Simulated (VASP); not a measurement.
# Ta16H in VASP: notebook

Runs on Ta16H. Level: PBE. Tasks: single point.

Program: VASP 6.6.1. These are calculated values, not measurements. Logs are shortened: lines on timing, memory, paths and dates and some standing lists are left out, and cuts for length are marked.

### Step 1. The cell of the first run

The cell holds a slab with vacuum, 17 atoms: a = 6.638 Å, b = 6.638 Å, c = 20.300 Å, α = 90.00°, β = 90.00°, γ = 90.00°.

### Step 2. Single point, PBE

INCAR reads:

```
SYSTEM = Ta16H
PREC = Accurate
ENCUT = 520
EDIFF = 1E-6
ISMEAR = 0
SIGMA = 0.1
LREAL = Auto
LASPH = .TRUE.
NELM = 100
ALGO = Normal
ISIF = 2
LWAVE = .FALSE.
LCHARG = .FALSE.
LDIPOL = .TRUE.
IDIPOL = 3
DIPOL = 0.5 0.5 0.330
GGA = PE
NBANDS = 102
```

KPOINTS reads:

```
Automatic mesh
0
G
  4 4 1
  0 0 0
```

POSCAR reads:

```
Ta16H
1.0
    6.6379342676      0.0000000000      0.0000000000
    0.0000000000      6.6379342676      0.0000000000
    0.0000000000      0.0000000000     20.2996559590
Ta H
16 1
Direct
    0.2500000000      0.2500000000      0.1970476745
    0.2500000000      0.7500000000      0.1970476745
    0.7500000000      0.2500000000      0.1970476745
    0.7500000000      0.7500000000      0.1970476745
    0.0000000000      0.0000000000      0.2787970190
    0.0000000000      0.5000000000      0.2787970190
    0.5000000000      0.0000000000      0.2787970190
    0.5000000000      0.5000000000      0.2787970190
    0.2500000000      0.2500000000      0.3599139068
    0.2500000000      0.7500000000      0.3599139068
    0.7500000000      0.2500000000      0.3599139068
    0.7500000000      0.7500000000      0.3599139068
    0.0000000000      0.0000000000      0.4334879358
    0.0000000000      0.5000000000      0.4334879358
    0.5000000000      0.0000000000      0.4334879358
    0.5000000000      0.5000000000      0.4334879358
    0.0000000000      0.0000000000      0.5246505173
```

Potentials or basis: VASP PAW PBE potentials, release 64 (Ta_pv, H).

On the command line:

```
> cat potpaw_PBE.64/Ta_pv/POTCAR potpaw_PBE.64/H/POTCAR > POTCAR
> mpirun -np 1 vasp_std > vasp.out
```

OUTCAR:

```text
SYSTEM = Ta16H
   PREC = Accurate
   ENCUT = 520
   EDIFF = 1E-6
   ISMEAR = 0
   LREAL = Auto
   LASPH = .TRUE.
   NELM = 100
   ISIF = 2
   GGA = PE

 ion  position               nearest neighbor table
   1  0.250  0.250  0.197-   5 2.87   6 2.87   7 2.87   8 2.87   9 3.31   3 3.32   2 3.32   2 3.32
                             3 3.32
   2  0.250  0.750  0.197-   5 2.87   6 2.87   7 2.87   8 2.87  10 3.31   4 3.32   1 3.32   1 3.32
                             4 3.32
   3  0.750  0.250  0.197-   5 2.87   6 2.87   7 2.87   8 2.87  11 3.31   4 3.32   1 3.32   4 3.32
                             1 3.32
   4  0.750  0.750  0.197-   5 2.87   6 2.87   7 2.87   8 2.87  12 3.31   3 3.32   2 3.32   3 3.32
                             2 3.32
   5  0.000  0.000  0.279-   9 2.87  10 2.87  11 2.87  12 2.87   1 2.87   2 2.87   3 2.87   4 2.87
                            13 3.14   7 3.32   6 3.32   6 3.32   7 3.32
   6  0.000  0.500  0.279-   9 2.87  10 2.87  11 2.87  12 2.87   1 2.87   2 2.87   3 2.87   4 2.87
                            14 3.14   8 3.32   5 3.32   5 3.32   8 3.32
   7  0.500  0.000  0.279-   9 2.87  10 2.87  11 2.87  12 2.87   1 2.87   2 2.87   3 2.87   4 2.87
                            15 3.14   8 3.32   5 3.32   8 3.32   5 3.32
   8  0.500  0.500  0.279-   9 2.87  10 2.87  11 2.87  12 2.87   1 2.87   2 2.87   3 2.87   4 2.87
                            16 3.14   7 3.32   6 3.32   7 3.32   6 3.32
   9  0.250  0.250  0.360-  13 2.78  14 2.78  15 2.78  16 2.78   5 2.87   6 2.87   7 2.87   8 2.87
                             1 3.31  10 3.32  11 3.32  10 3.32  11 3.32
  10  0.250  0.750  0.360-  13 2.78  14 2.78  15 2.78  16 2.78   5 2.87   6 2.87   7 2.87   8 2.87
                             2 3.31   9 3.32  12 3.32   9 3.32  12 3.32
  11  0.750  0.250  0.360-  13 2.78  14 2.78  15 2.78  16 2.78   5 2.87   6 2.87   7 2.87   8 2.87
                             3 3.31   9 3.32  12 3.32  12 3.32   9 3.32
  12  0.750  0.750  0.360-  13 2.78  14 2.78  15 2.78  16 2.78   5 2.87   6 2.87   7 2.87   8 2.87
                             4 3.31  10 3.32  11 3.32  11 3.32  10 3.32
  13  0.000  0.000  0.433-  17 1.85  10 2.78  11 2.78  12 2.78   9 2.78   5 3.14  15 3.32  14 3.32
                            14 3.32  15 3.32
  14  0.000  0.500  0.433-   9 2.78  10 2.78  11 2.78  12 2.78   6 3.14  13 3.32  16 3.32  13 3.32
                            16 3.32
  15  0.500  0.000  0.433-   9 2.78  10 2.78  11 2.78  12 2.78   7 3.14  13 3.32  16 3.32  16 3.32
                            13 3.32
  16  0.500  0.500  0.433-   9 2.78  10 2.78  11 2.78  12 2.78   8 3.14  14 3.32  15 3.32  15 3.32
                            14 3.32
  17  0.000  0.000  0.525-  13 1.85

  LATTYP: Found a simple tetragonal cell.
 ALAT       =     6.6379342676
 C/A-ratio  =     3.0581284991

  Lattice vectors:

 A1 = (   6.6379342676,   0.0000000000,   0.0000000000)
 A2 = (   0.0000000000,   6.6379342676,   0.0000000000)
 A3 = (   0.0000000000,   0.0000000000,  20.2996559590)

Analysis of symmetry for initial positions (statically):
=====================================================================
 Subroutine PRICEL returns:
 Original cell was already a primitive cell.

 Routine SETGRP: Setting up the symmetry group for a
 simple tetragonal supercell.

 Subroutine GETGRP returns: Found  8 space group operations
 (whereof  8 operations were pure point group operations)
 out of a pool of 16 trial point group operations.

The static configuration has the point symmetry C_4v.

Analysis of symmetry for dynamics (positions and initial velocities):
=====================================================================
 Subroutine PRICEL returns:
 Original cell was already a primitive cell.

 Routine SETGRP: Setting up the symmetry group for a
 simple tetragonal supercell.

 Subroutine GETGRP returns: Found  8 space group operations
 (whereof  8 operations were pure point group operations)
 out of a pool of 16 trial point group operations.

The dynamic configuration has the point symmetry C_4v.

 Subroutine INISYM returns: Found  8 space group operations
 (whereof  8 operations are pure point group operations),
 and found     1 'primitive' translations

----------------------------------------------------------------------------------------

                                     Primitive cell

  volume of cell :     894.4469

  direct lattice vectors                    reciprocal lattice vectors
     6.637934268  0.000000000  0.000000000     0.150649277  0.000000000  0.000000000
     0.000000000  6.637934268  0.000000000     0.000000000  0.150649277  0.000000000
     0.000000000  0.000000000 20.299655959     0.000000000  0.000000000  0.049261919

  length of vectors
[... 58 lines left out ...]

  Shift w.r.t. Gamma in fractional coordinates (k-lattice)
     0.000000000  0.000000000  0.000000000

 Subroutine IBZKPT returns following result:
 ===========================================

 Found      6 irreducible k-points:

 Following reciprocal coordinates:
            Coordinates               Weight
  0.000000  0.000000  0.000000      1.000000
  0.250000  0.000000  0.000000      4.000000
  0.500000  0.000000  0.000000      2.000000
  0.250000  0.250000  0.000000      4.000000
  0.500000  0.250000  0.000000      4.000000
  0.500000  0.500000  0.000000      1.000000
   k-points           NKPTS =      6   k-points in BZ     NKDIM =      6   number of bands    NBANDS=    102
   number of dos      NEDOS =    301   number of ions     NIONS =     17
   total plane-waves  NPLWV = 400000
   dimension x,y,z NGX =    50 NGY =   50 NGZ =  160
   dimension x,y,z NGXF=   100 NGYF=  100 NGZF=  320
   ions per type =              16   1
   NGX,Y,Z   is equivalent  to a cutoff of  12.52, 12.52, 13.10 a.u.
   NGXF,Y,Z  is equivalent  to a cutoff of  25.04, 25.04, 26.21 a.u.
 SYSTEM =  Ta16H
   PREC   = accura    normal or accurate (medium, high low for compatibility)
   ISTART =      0    job   : 0-new  1-cont  2-samecut
   ICHARG =      2    charge: 1-file 2-atom 10-const
   ISPIN  =      1    spin polarized calculation?
   LNONCOLLINEAR =      F non collinear calculations
   LSORBIT =      F    spin-orbit coupling
   LASPH  =      T    aspherical Exc in radial PAW
   ENCUT  =  520.0 eV  38.22 Ry    6.18 a.u.  12.34 12.34 37.74*2*pi/ulx,y,z
   NELM   =    100;   NELMIN=  2; NELMDL= -5     # of ELM steps
   EDIFF  = 0.1E-05   stopping-criterion for ELM
   LREAL  =      T    real-space projection
   EDIFFG = 0.1E-04   stopping-criterion for IOM
   NSW    =      0    number of steps for IOM
   IBRION =     -1    ionic relax: 0-MD 1-quasi-New 2-CG
   NFREE  =      0    steps in history (QN), initial steepest desc. (CG)
   ISIF   =      2    stress and relaxation
   ISYM   =      2    0-nonsym 1-usesym 2-fastsym
   POTIM  = 0.5000    time-step for ionic-motion
   TEBEG  =    0.0;   TEEND  =   0.0 temperature during run
   PSTRESS=    0.0 pullay stress
   NELECT =     177.0000    total number of electrons
   NUPDOWN=      -1.0000    fix difference up-down
   EMIN   =  10.00;   EMAX   =-10.00  energy-range for DOS
   EFERMI =   0.00;   METHOD = LEGACY
   ISMEAR =     0;   SIGMA  =   0.10  broadening in eV -4-tet -1-fermi 0-gaus
   EFERMI_NEDOS =   21; number of points for ismear=-14 and -15
   IALGO  =     38    algorithm
   IMIX   =      4    mixing-type and parameters
     AMIX     =   0.40;   BMIX     =  1.00
     AMIX_MAG =   1.60;   BMIX_MAG =  1.00
  volume/ion in A,a.u.               =      52.61       355.06
  Fermi-wavevector in a.u.,A,eV,Ry     =   0.953999  1.802796 12.382843  0.910113
  Thomas-Fermi vector in A             =   2.082705
   LORBIT       =      0    0 simple, 1 ext, 2 COOP (PROOUT), +10 PAW based schemes
   GGA     = PE    functional components
   LHFCALC =     F    Hartree Fock is set to
   AEXX    =    0.0000 exact exchange contribution
   IVDW    =     0    specifies the selected vdW correction
   LEPSILON=     F    determine dielectric tensor
   LRPA    =     F    only Hartree local field effects (RPA)
 non-spin polarized calculation
 Gauss-broadening in eV      SIGMA  =   0.10
  energy-cutoff  :      520.00
  volume of cell :      894.45
 maximum number of plane-waves:     24163
 NGX is ok and might be reduce to    50
   NGX = 25   NGY = 25   NGZ = 75

 dipolmoment           0.000000      0.000000     -2.118360 electrons x Angstroem

 number of electron     176.9999955 magnetization

 dipolmoment           0.000000      0.000000      0.078349 electrons x Angstroem

 Free energy of the ion-electron system (eV)
  ---------------------------------------------------
  ext. energy  EPLUGINS =         0.00000000
  ---------------------------------------------------
  free energy    TOTEN  =      -177.31602364 eV

  energy without entropy =     -177.23612873  energy(sigma->0) =     -177.27607619

 E-fermi :  -0.7282     XC(G=0):  -5.2831

 val. band max:       -0.7365803505   @ k =   0.0000   0.0000   0.0000
 cond. band min:      -0.7088259283   @ k =   0.2500   0.0000   0.0000
 fundamental gap:      0.0277544223
 Fermi energy:        -0.7281703847

 k-point     1 :       0.0000    0.0000    0.0000
  band No.  band energies     occupation
      1     -35.7477      2.00000
      2     -35.7388      2.00000
      3     -35.7308      2.00000
      4     -35.7308      2.00000
      5     -35.7272      2.00000
      6     -35.7272      2.00000
[... 607 lines left out ...]
     99      -0.2107      0.00000
    100      -0.1945      0.00000
 [bands above 100 left out]

------------------------ aborting loop because EDIFF is reached ----------------------------------------

 vacuum level on the upper side and lower side of the slab       (xc-potential included)        -0.005        -0.350

  FORCE on cell =-STRESS in cart. coord.  units (eV):
  Direction    XX          YY          ZZ          XY          YZ          ZX
  --------------------------------------------------------------------------------------
  -------------------------------------------------------------------------------------
  Total      -17.7562711    -17.7562711     -3.4795555      0.0000000      0.0000000      0.0000000
  in kB      -31.8059064    -31.8059064     -6.2327511      0.0000000      0.0000000      0.0000000
  external PRESSURE =     -23.2815213 kB  Pullay stress =       0.0000000 kB

 VOLUME and BASIS-vectors are now :
 -----------------------------------------------------------------------------
  energy-cutoff  :      520.00
  volume of cell :      894.45
      direct lattice vectors                 reciprocal lattice vectors
     6.637934268  0.000000000  0.000000000     0.150649277  0.000000000  0.000000000
     0.000000000  6.637934268  0.000000000     0.000000000  0.150649277  0.000000000
     0.000000000  0.000000000 20.299655959     0.000000000  0.000000000  0.049261919

 POSITION                                       TOTAL-FORCE (eV/Angst)
 -----------------------------------------------------------------------------------
      1.65948      1.65948      4.00000         0.003950      0.003950      0.741477
      1.65948      4.97845      4.00000         0.003950     -0.003950      0.741477
      4.97845      1.65948      4.00000        -0.003950      0.003950      0.741477
      4.97845      4.97845      4.00000        -0.003950     -0.003950      0.741477
      0.00000      0.00000      5.65948         0.000000     -0.000000     -1.070222
      0.00000      3.31897      5.65948         0.000000     -0.000000     -0.752923
[... 9 lines left out ...]
      3.31897      3.31897      8.79966        -0.000000     -0.000000     -0.320004
      0.00000      0.00000     10.65022         0.000000     -0.000000     -0.004451
 -----------------------------------------------------------------------------------
    total drift:                                0.000000      0.000000      0.005569

  FREE ENERGIE OF THE ION-ELECTRON SYSTEM (eV)
  ---------------------------------------------------
  free  energy   TOTEN  =      -177.3160236400 eV

  energy  without entropy=     -177.2361287312  energy(sigma->0) =     -177.27607619

 vacuum level on the upper side and lower side of the slab         3.501         3.138
```

Wall time 23 min (1 thread of AMD EPYC 7R43 (Zen 3), shared host); peak memory 0.91 GiB.

What came out:

```yaml
Free_energy: -177.3160 eV
Largest_force: 1.070 eV/Å
Band_gap_on_the_k_mesh: zero (an odd number of electrons rules out a gap without spin polarisation)
```

Forces in eV/Å, atoms in the order of the input:
```
Ta   0.004  0.004  0.741
Ta   0.004 -0.004  0.741
Ta  -0.004  0.004  0.741
Ta  -0.004 -0.004  0.741
Ta   0.000  0.000 -1.070
Ta   0.000  0.000 -0.753
Ta   0.000  0.000 -0.753
Ta   0.000  0.000 -0.793
Ta   0.070  0.070 -0.046
Ta   0.070 -0.070 -0.046
Ta  -0.070  0.070 -0.046
Ta  -0.070 -0.070 -0.046
Ta   0.000  0.000  1.044
Ta   0.000  0.000 -0.065
Ta   0.000  0.000 -0.065
Ta   0.000  0.000 -0.320
H    0.000  0.000 -0.004
```

Levels at points of the mesh, in eV from the Fermi level:
| k point | band 85 | band 86 | band 87 | band 88 | band 89 | band 90 | band 91 | band 92 |
| --- | --- | --- | --- | --- | --- | --- | --- | --- |
| (0.00, 0.00, 0.00) | -0.06 | -0.04 | -0.01 | 0.11 | 0.14 | 0.17 | 0.17 | 0.36 |
| (0.50, 0.00, 0.00) | -0.58 | -0.37 | -0.37 | -0.34 | -0.07 | 0.19 | 0.29 | 0.29 |
| (0.50, 0.50, 0.00) | -0.93 | -0.83 | -0.83 | -0.82 | -0.81 | -0.13 | -0.13 | -0.12 |

Caveat: spin-orbit coupling is left out, which moves the levels of the heavy elements.

### Step 3. Single point, PBE

Edit INCAR of step 2 so:

```diff
@@ -15,3 +15,3 @@
 IDIPOL = 3
-DIPOL = 0.5 0.5 0.330
+DIPOL = 0.5 0.5 0.326
 GGA = PE
```

KPOINTS reads:

```
regular mesh
0
G
  4 4 1
  0 0 0
```

Edit POSCAR of step 2 so:

```diff
@@ -24,2 +24,2 @@
     0.5000000000      0.5000000000      0.4334879358
-    0.0000000000      0.0000000000      0.5246505173
+    0.2500000000      0.2500000000      0.4577088998
```

Potentials or basis: VASP PAW PBE potentials, release 64 (Ta_pv, H).

On the command line:

```
> cat potpaw_PBE.64/Ta_pv/POTCAR potpaw_PBE.64/H/POTCAR > POTCAR
> mpirun -np 1 vasp_std > vasp.out
```

It took 21 min on 1 thread of AMD EPYC 7R43 (Zen 3), shared host; peak memory 0.91 GiB.

The run converged. Its results:

| Quantity | Value |
| --- | --- |
| Free energy | -177.5825 eV |
| Largest force | 0.948 eV/Å |
| Band gap on the k mesh | zero (an odd number of electrons rules out a gap without spin polarisation) |

Forces in eV/Å, atoms in the order of the input:
```
Ta   0.000  0.000  0.863
Ta   0.000  0.000  0.826
Ta   0.000  0.000  0.826
Ta   0.000  0.000  0.843
Ta   0.004  0.004 -0.948
Ta   0.004 -0.004 -0.948
Ta  -0.004  0.004 -0.948
Ta  -0.004 -0.004 -0.948
Ta   0.000  0.000  0.086
Ta   0.000  0.000  0.085
Ta   0.000  0.000  0.085
Ta   0.000  0.000  0.097
Ta  -0.078 -0.078  0.017
Ta  -0.078  0.078  0.017
Ta   0.078 -0.078  0.017
Ta   0.078  0.078  0.017
H    0.000  0.000  0.009
```

Levels at points of the mesh, in eV from the Fermi level:
```
           k point  band 86  band 87  band 88  band 89  band 90  band 91
(0.00, 0.00, 0.00)    -0.06    -0.04     0.01     0.01     0.14     0.15
(0.50, 0.00, 0.00)    -0.43    -0.40    -0.38     0.09     0.13     0.19
(0.50, 0.50, 0.00)    -0.90    -0.90    -0.86    -0.22    -0.22    -0.20
```

Caveat: spin-orbit coupling is left out, which moves the levels of the heavy elements.
